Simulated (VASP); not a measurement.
# BaTiO3 in VASP: a series of runs

Runs on BaTiO3. Level: r2SCAN+U. Tasks: single point.

Everything below comes from runs of VASP 6.6.1. Logs are shortened: lines on timing, memory, paths and dates and some standing lists are left out, and cuts for length are marked.

### Step 1. The cell of the first run

Symmetry: Amm2, No. 38, orthorhombic system. The conventional cell has a = 3.926 Å, b = 5.844 Å, c = 5.852 Å, α = 90.00°, β = 90.00°, γ = 90.00°. Within 3.7 Å of Ba (site symmetry mm2) lie 12 O at 2.79 to 3.07 Å and 8 Ti at 3.45 to 3.59 Å. Within 2.5 Å of Ti (site symmetry mm2) lie 6 O at 1.87 to 2.27 Å. Within 2.5 Å of O (site symmetry m) lie 2 Ti at 1.87 to 2.27 Å. O (site symmetry mm2) has 2 Ti at 1.98 Å within 2.6 Å.

### Step 2. Single point, r2SCAN+U (biaxial strain in the a-b plane: +3.0 %, then relaxed in part)

Contents of POSCAR:

```
BaTiO3
1.0
    2.9219632033      1.6893668346      2.3888680794
   -2.9219632033      1.6893668346      2.3888680794
    0.0000000000     -3.2057050681      2.2669964690
Ba Ti O
1 1 3
Direct
    0.0057784101      0.0057784101     -0.0057813391
    0.5204283789      0.5204283789      0.4942276757
    0.4913986598      0.9715260133      0.4942188769
    0.4819695377      0.4819695377      0.9942169095
    0.9715260133      0.4913986598      0.4942188769
```

Contents of INCAR.step1:

```
SYSTEM = BaTiO3
PREC = Accurate ; ENCUT = 520
ISMEAR = 0 ; SIGMA = 0.02
LREAL = .False. ; LASPH = .True.
NELM = 150 ; LMAXMIX = 4
LDAU = .True. ; LDAUTYPE = 2
LDAUL = -1 2 -1 ; LDAUU = 0 4 0
LDAUJ = 0 0 0 ; NBANDS = 28
GGA = PE ; ALGO = Normal
EDIFF = 1E-4 ; LWAVE = .True.
LCHARG = .False.
```

Contents of INCAR.step2:

```
SYSTEM = BaTiO3
PREC = Accurate ; ENCUT = 520
EDIFF = 1E-7 ; ISMEAR = 0
SIGMA = 0.02 ; LREAL = .False.
LASPH = .True. ; NELM = 150
ALGO = Normal ; ISIF = 2
LWAVE = .False. ; LCHARG = .False.
LMAXMIX = 4 ; LDAU = .True.
LDAUTYPE = 2 ; LDAUL = -1 2 -1
LDAUU = 0 4 0 ; LDAUJ = 0 0 0
LDAUPRINT = 1 ; METAGGA = R2SCAN
LMIXTAU = .True. ; NBANDS = 28
ISTART = 1
```

Contents of KPOINTS:

```
Automatic mesh
0
Gamma
  6 6 6
  0 0 0
```

Potentials or basis: VASP PAW PBE potentials, release 64 (Ba_sv, Ti_sv, O).

On the command line:

```
$ cat potpaw_PBE.64/Ba_sv/POTCAR potpaw_PBE.64/Ti_sv/POTCAR potpaw_PBE.64/O/POTCAR > POTCAR
$ cp INCAR.step1 INCAR
$ mpirun -np 1 vasp_std > vasp.out
$ cp INCAR.step2 INCAR
$ mpirun -np 1 vasp_std > vasp.out
```

OUTCAR:

```text
SYSTEM = BaTiO3
   PREC = Accurate
   ENCUT = 520
   EDIFF = 1E-7
   ISMEAR = 0
   LREAL = .False.
   LASPH = .True.
   NELM = 150
   ISIF = 2
   METAGGA = R2SCAN
   ISTART = 1

 ion  position               nearest neighbor table
   1  0.006  0.006  0.994-   4 2.79   5 2.81   3 2.81   3 2.81   5 2.81   5 2.90   3 2.90   3 2.90
                             5 2.90   4 2.93   4 2.93   4 3.07   2 3.45   2 3.45   2 3.52   2 3.52
   2  0.520  0.520  0.494-   3 1.87   5 1.87   4 1.98   4 1.98   3 2.27   5 2.27   1 3.45   1 3.45
                             1 3.52   1 3.52   1 3.52   1 3.52   1 3.59   1 3.59
   3  0.491  0.972  0.494-   2 1.87   2 2.27   1 2.81   1 2.81   1 2.90   1 2.90
   4  0.482  0.482  0.994-   2 1.98   2 1.98   1 2.79   1 2.93   1 2.93   1 3.07
   5  0.972  0.491  0.494-   2 1.87   2 2.27   1 2.81   1 2.81   1 2.90   1 2.90

  LATTYP: Found a base centered orthorhombic cell.
 ALAT       =     5.8439264066
 B/A-ratio  =     1.0013332873
 C/A-ratio  =     0.6718596334

  Lattice vectors:

 A1 = (   2.9219632033,  -1.6893668346,  -2.3888680794)
 A2 = (   2.9219632033,   1.6893668346,   2.3888680794)
 A3 = (   0.0000000000,  -3.2057050681,   2.2669964690)

Analysis of symmetry for initial positions (statically):
=====================================================================
 Subroutine PRICEL returns:
 Original cell was already a primitive cell.

 Routine SETGRP: Setting up the symmetry group for a
 base centered orthorhombic supercell.

 Subroutine GETGRP returns: Found  2 space group operations
 (whereof  2 operations were pure point group operations)
 out of a pool of  8 trial point group operations.

The static configuration has the point symmetry C_1h.

Analysis of symmetry for dynamics (positions and initial velocities):
=====================================================================
 Subroutine PRICEL returns:
 Original cell was already a primitive cell.

 Routine SETGRP: Setting up the symmetry group for a
 base centered orthorhombic supercell.

 Subroutine GETGRP returns: Found  2 space group operations
 (whereof  2 operations were pure point group operations)
 out of a pool of  8 trial point group operations.

The dynamic configuration has the point symmetry C_1h.

 Subroutine INISYM returns: Found  2 space group operations
 (whereof  2 operations are pure point group operations),
 and found     1 'primitive' translations

----------------------------------------------------------------------------------------

                                     Primitive cell

  volume of cell :      67.1338

  direct lattice vectors                    reciprocal lattice vectors
     2.921963203  1.689366835  2.388868079     0.171117829  0.098669781  0.139526559
    -2.921963203  1.689366835  2.388868079    -0.171117829  0.098669781  0.139526559
     0.000000000 -3.205705068  2.266996469     0.000000000 -0.207948353  0.147057535

  length of vectors
     4.135035667  4.135035667  3.926298253     0.241836097  0.241836097  0.254692827

  position of ions in fractional coordinates (direct lattice)
     0.005778410  0.005778410  0.994218661
     0.520428379  0.520428379  0.494227676
     0.491398660  0.971526013  0.494218877
     0.481969538  0.481969538  0.994216909
     0.971526013  0.491398660  0.494218877

  ion indices of the primitive-cell ions
   primitive index   ion index
                 1           1
                 2           2
                 3           3
                 4           4
                 5           5

----------------------------------------------------------------------------------------

 KPOINTS: Automatic mesh

[... 51 lines left out ...]
   total plane-waves  NPLWV =  30720
   dimension x,y,z NGX =    32 NGY =   32 NGZ =   30
   dimension x,y,z NGXF=    64 NGYF=   64 NGZF=   60
   ions per type =               1   1   3
   NGX,Y,Z   is equivalent  to a cutoff of  12.87, 12.87, 12.70 a.u.
   NGXF,Y,Z  is equivalent  to a cutoff of  25.73, 25.73, 25.40 a.u.
 SYSTEM =  BaTiO3
   PREC   = accura    normal or accurate (medium, high low for compatibility)
   ISTART =      1    job   : 0-new  1-cont  2-samecut
   ICHARG =      0    charge: 1-file 2-atom 10-const
   ISPIN  =      1    spin polarized calculation?
   LNONCOLLINEAR =      F non collinear calculations
   LSORBIT =      F    spin-orbit coupling
   LASPH  =      T    aspherical Exc in radial PAW
   ENCUT  =  520.0 eV  38.22 Ry    6.18 a.u.   7.69  7.69  7.30*2*pi/ulx,y,z
   NELM   =    150;   NELMIN=  2; NELMDL=  0     # of ELM steps
   EDIFF  = 0.1E-06   stopping-criterion for ELM
   LREAL  =      F    real-space projection
   EDIFFG = 0.1E-05   stopping-criterion for IOM
   NSW    =      0    number of steps for IOM
   IBRION =     -1    ionic relax: 0-MD 1-quasi-New 2-CG
   NFREE  =      0    steps in history (QN), initial steepest desc. (CG)
   ISIF   =      2    stress and relaxation
   ISYM   =      2    0-nonsym 1-usesym 2-fastsym
   POTIM  = 0.5000    time-step for ionic-motion
   TEBEG  =    0.0;   TEEND  =   0.0 temperature during run
   PSTRESS=    0.0 pullay stress
   NELECT =      40.0000    total number of electrons
   NUPDOWN=      -1.0000    fix difference up-down
   EMIN   =  10.00;   EMAX   =-10.00  energy-range for DOS
   EFERMI =   0.00;   METHOD = LEGACY
   ISMEAR =     0;   SIGMA  =   0.02  broadening in eV -4-tet -1-fermi 0-gaus
   EFERMI_NEDOS =   21; number of points for ismear=-14 and -15
   IALGO  =     38    algorithm
   IMIX   =      4    mixing-type and parameters
     AMIX     =   0.40;   BMIX     =  1.00
     AMIX_MAG =   1.60;   BMIX_MAG =  1.00
  volume/ion in A,a.u.               =      13.43        90.61
  Fermi-wavevector in a.u.,A,eV,Ry     =   1.377572  2.603234 25.819844  1.897705
  Thomas-Fermi vector in A             =   2.502713
   LORBIT       =      0    0 simple, 1 ext, 2 COOP (PROOUT), +10 PAW based schemes
 LDA+U is selected, type is set to LDAUTYPE =  2
   angular momentum for each species LDAUL =    -1    2   -1
   U (eV)           for each species LDAUU =   0.0  4.0  0.0
   J (eV)           for each species LDAUJ =   0.0  0.0  0.0
   METAGGA = R2SCAN    functional components
   LHFCALC =     F    Hartree Fock is set to
   AEXX    =    0.0000 exact exchange contribution
   IVDW    =     0    specifies the selected vdW correction
   LEPSILON=     F    determine dielectric tensor
   LRPA    =     F    only Hartree local field effects (RPA)
 non-spin polarized calculation
 Gauss-broadening in eV      SIGMA  =   0.02
  energy-cutoff  :      520.00
  volume of cell :       67.13
 maximum number of plane-waves:      1826
   NGX = 15   NGY = 15   NGZ = 15

atom =   2  type =  2  l = 2

 onsite density matrix

spin component  1

  0.1492  0.0000  0.0000  0.0644  0.0000
  0.0000  0.1851 -0.0051  0.0000  0.0659
  0.0000 -0.0051  0.1051  0.0000 -0.0051
  0.0644  0.0000  0.0000  0.1947  0.0000
  0.0000  0.0659 -0.0051  0.0000  0.1596

spin component  2

  0.1492  0.0000  0.0000  0.0644  0.0000
  0.0000  0.1851 -0.0051  0.0000  0.0659
  0.0000 -0.0051  0.1051  0.0000 -0.0051
  0.0644  0.0000  0.0000  0.1947  0.0000
  0.0000  0.0659 -0.0051  0.0000  0.1596

 occupancies and eigenvectors

  o =  0.1037  v = -0.8164  0.0000  0.0000  0.5774  0.0000  0.0000  0.0000  0.0000  0.0000  0.0000      0.0000  0.0000  0.0000  0.0000  0.0000  0.0000  0.0000  0.0000  0.0000  0.0000
  o =  0.1037  v =  0.0000  0.0000  0.0000  0.0000  0.0000 -0.8164  0.0000  0.0000  0.5774  0.0000      0.0000  0.0000  0.0000  0.0000  0.0000  0.0000  0.0000  0.0000  0.0000  0.0000
  o =  0.1042  v =  0.0000  0.3331 -0.8167  0.0000 -0.4712  0.0000  0.0000  0.0000  0.0000  0.0000      0.0000  0.0000  0.0000  0.0000  0.0000  0.0000  0.0000  0.0000  0.0000  0.0000
  o =  0.1042  v =  0.0000  0.0000  0.0000  0.0000  0.0000  0.0000  0.3331 -0.8167  0.0000 -0.4712      0.0000  0.0000  0.0000  0.0000  0.0000  0.0000  0.0000  0.0000  0.0000  0.0000
  o =  0.1057  v =  0.0000 -0.5441 -0.5746  0.0000  0.6114  0.0000  0.0000  0.0000  0.0000  0.0000      0.0000  0.0000  0.0000  0.0000  0.0000  0.0000  0.0000  0.0000  0.0000  0.0000
  o =  0.1057  v =  0.0000  0.0000  0.0000  0.0000  0.0000  0.0000 -0.5441 -0.5746  0.0000  0.6114      0.0000  0.0000  0.0000  0.0000  0.0000  0.0000  0.0000  0.0000  0.0000  0.0000
  o =  0.2399  v =  0.0000 -0.7701  0.0527  0.0000 -0.6358  0.0000  0.0000  0.0000  0.0000  0.0000      0.0000  0.0000  0.0000  0.0000  0.0000  0.0000  0.0000  0.0000  0.0000  0.0000
  o =  0.2399  v =  0.0000  0.0000  0.0000  0.0000  0.0000  0.0000 -0.7701  0.0527  0.0000 -0.6358      0.0000  0.0000  0.0000  0.0000  0.0000  0.0000  0.0000  0.0000  0.0000  0.0000
  o =  0.2403  v = -0.5774  0.0000  0.0000 -0.8164  0.0000  0.0000  0.0000  0.0000  0.0000  0.0000      0.0000  0.0000  0.0000  0.0000  0.0000  0.0000  0.0000  0.0000  0.0000  0.0000
  o =  0.2403  v =  0.0000  0.0000  0.0000  0.0000  0.0000 -0.5774  0.0000  0.0000 -0.8164  0.0000      0.0000  0.0000  0.0000  0.0000  0.0000  0.0000  0.0000  0.0000  0.0000  0.0000

 number of electron      39.9999998 magnetization

 Free energy of the ion-electron system (eV)
  ---------------------------------------------------
  ext. energy  EPLUGINS =         0.00000000
  ---------------------------------------------------
  free energy    TOTEN  =       -71.55941124 eV

  energy without entropy =      -71.55941124  energy(sigma->0) =      -71.55941124

 E-fermi :   3.5599     XC(G=0): -11.6390

 val. band max:        3.3208710248   @ k =   0.5000   0.5000   0.5000
 cond. band min:       6.4673947066   @ k =   0.0000   0.0000   0.0000
 fundamental gap:      3.1465236818
 Fermi energy:         3.5599495052

 k-point     1 :       0.0000    0.0000    0.0000
  band No.  band energies     occupation
      1     -56.4012      2.00000
      2     -31.5675      2.00000
      3     -31.5497      2.00000
      4     -31.4951      2.00000
      5     -22.3470      2.00000
      6     -14.5178      2.00000
[... 733 lines left out ...]
     27      11.7128      0.00000
     28      12.3373      0.00000

 [... further k-points ...]
[... 5 lines left out ...]
  --------------------------------------------------------------------------------------
  -------------------------------------------------------------------------------------
  Total       -0.2100307      1.0623246      0.5685557      0.0000000     -0.6951669      0.0000000
  in kB       -5.0124720     25.3528265     13.5688227      0.0000000    -16.5904520      0.0000000
  external PRESSURE =      11.3030590 kB  Pullay stress =       0.0000000 kB

 VOLUME and BASIS-vectors are now :
 -----------------------------------------------------------------------------
  energy-cutoff  :      520.00
  volume of cell :       67.13
      direct lattice vectors                 reciprocal lattice vectors
     2.921963203  1.689366835  2.388868079     0.171117829  0.098669781  0.139526559
    -2.921963203  1.689366835  2.388868079    -0.171117829  0.098669781  0.139526559
     0.000000000 -3.205705068  2.266996469     0.000000000 -0.207948353  0.147057535

 POSITION                                       TOTAL-FORCE (eV/Angst)
 -----------------------------------------------------------------------------------
      0.00000     -3.16765      2.28150         0.000000     -0.024482     -0.033455
      0.00000      0.17404      3.60688         0.000000     -0.444381     -0.630540
     -1.40291      0.88710      4.61513        -0.418801      0.231490      0.328237
      0.00000     -1.55872      4.55661         0.000000      0.005882      0.007521
      1.40291      0.88710      4.61513         0.418801      0.231490      0.328237
 -----------------------------------------------------------------------------------
    total drift:                                0.000000      0.002600      0.002175

  FREE ENERGIE OF THE ION-ELECTRON SYSTEM (eV)
  ---------------------------------------------------
  free  energy   TOTEN  =       -71.5594112396 eV

  energy  without entropy=      -71.5594112396  energy(sigma->0) =      -71.55941124
```

Run time: 4.6 min. Hardware: 1 thread of Intel Xeon Platinum 8488C (Sapphire Rapids), shared host; peak memory 0.27 GiB.

Results:

```
Free energy            : -71.5594 eV
Pressure               : 1.1 GPa
Largest force          : 0.771 eV/Å
Band gap on the k mesh : 3.15 eV, indirect (least direct gap 3.73 eV)
```

Forces in eV/Å, atoms in the order of the input:
```
Ba   0.000 -0.024 -0.033
Ti   0.000 -0.444 -0.631
O   -0.419  0.231  0.328
O    0.000  0.006  0.008
O    0.419  0.231  0.328
```

Eigenvalues of the final occupation matrices:
| site | spin | trace | eigenvalues |
| --- | --- | --- | --- |
| site 2 d | 1 | 0.79 | 0.10 0.10 0.11 0.24 0.24 |
| site 2 d | 2 | 0.79 | 0.10 0.10 0.11 0.24 0.24 |

Caveat: the cell differs from its parent crystal (biaxial strain in the a-b plane: +3.0 %, then relaxed in part); the PAW data sets were made with another functional, which shifts forces and pressure a little; spin-orbit coupling is left out, which moves the levels of the heavy elements.

### Step 3. Single point, r2SCAN+U

POSCAR is that of step 2.

Contents of INCAR.step1:

```
PREC = Accurate ; ENCUT = 520
ISMEAR = 0 ; SIGMA = 0.02
LREAL = False ; LASPH = True
NELM = 150 ; LMAXMIX = 4
LDAU = True ; LDAUTYPE = 2
LDAUL = -1 2 -1 ; LDAUU = 0 4 0
LDAUJ = 0 0 0 ; NBANDS = 28
GGA = PE ; ALGO = Normal
EDIFF = 1E-4 ; LWAVE = True
LCHARG = False
```

Contents of INCAR.step2:

```
PREC = Accurate ; ENCUT = 520
EDIFF = 1E-7 ; ISMEAR = 0
SIGMA = 0.02 ; LREAL = False
LASPH = True ; NELM = 150
ALGO = Normal ; ISIF = 2
LWAVE = False ; LCHARG = False
LMAXMIX = 4 ; LDAU = True
LDAUTYPE = 2 ; LDAUL = -1 2 -1
LDAUU = 0 4 0 ; LDAUJ = 0 0 0
LDAUPRINT = 1 ; METAGGA = R2SCAN
LMIXTAU = True ; NBANDS = 28
ISTART = 1
```

Contents of KPOINTS:

```
Automatic mesh
0
Gamma
  6 6 6
```

Potentials or basis: VASP PAW PBE potentials, release 64 (Ba_sv, Ti_sv, O).

On the command line:

```
$ cat potpaw_PBE.64/Ba_sv/POTCAR potpaw_PBE.64/Ti_sv/POTCAR potpaw_PBE.64/O/POTCAR > POTCAR
$ cp INCAR.step1 INCAR
$ mpirun -np 1 vasp_std > vasp.out
$ cp INCAR.step2 INCAR
$ mpirun -np 1 vasp_std > vasp.out
```

Run time: 4.1 min. Hardware: 1 thread of Intel Xeon Platinum 8488C (Sapphire Rapids), shared host; peak memory 0.27 GiB.

Results (log left out):

```
Free energy            : -71.5594 eV
Pressure               : 1.1 GPa
Largest force          : 0.771 eV/Å
Band gap on the k mesh : 3.15 eV, indirect (least direct gap 3.73 eV)
```

Forces in eV/Å, atoms in the order of the input:
```
Ba   0.000 -0.024 -0.033
Ti   0.000 -0.444 -0.631
O   -0.419  0.231  0.328
O    0.000  0.006  0.008
O    0.419  0.231  0.328
```

Stress tensor (GPa, compression positive):
```
-0.50  0.00  0.00
 0.00  2.54 -1.66
 0.00 -1.66  1.36
```

Levels at points of the mesh, in eV from the valence-band top:
```tsv
k point	band 17	band 18	band 19	band 20	band 21	band 22	band 23	band 24
(0.00, 0.00, 0.00)	-1.14	-0.65	-0.62	-0.60	3.15	3.31	3.40	4.58
(0.50, 0.00, 0.00)	-1.72	-1.56	-1.08	-0.89	3.39	4.41	4.46	4.64
(0.50, 0.50, 0.00)	-1.81	-1.15	-1.06	-0.36	4.44	4.53	4.72	5.51
(0.00, 0.00, 0.50)	-1.76	-1.55	-1.26	-1.25	3.43	4.48	4.51	4.78
(0.50, 0.00, 0.50)	-1.91	-0.96	-0.92	-0.09	4.45	4.66	4.89	4.97
(0.50, 0.50, 0.50)	-2.23	-0.27	-0.05	0.00	4.95	4.99	5.23	6.77
```

Eigenvalues of the final occupation matrices:
| site | spin | trace | eigenvalues |
| --- | --- | --- | --- |
| site 2 d | 1 | 0.79 | 0.10 0.10 0.11 0.24 0.24 |
| site 2 d | 2 | 0.79 | 0.10 0.10 0.11 0.24 0.24 |

Caveat: the PAW data sets were made with another functional, which shifts forces and pressure a little; spin-orbit coupling is left out, which moves the levels of the heavy elements. A k mesh can miss the band edges.

[end of part 1 of 2]
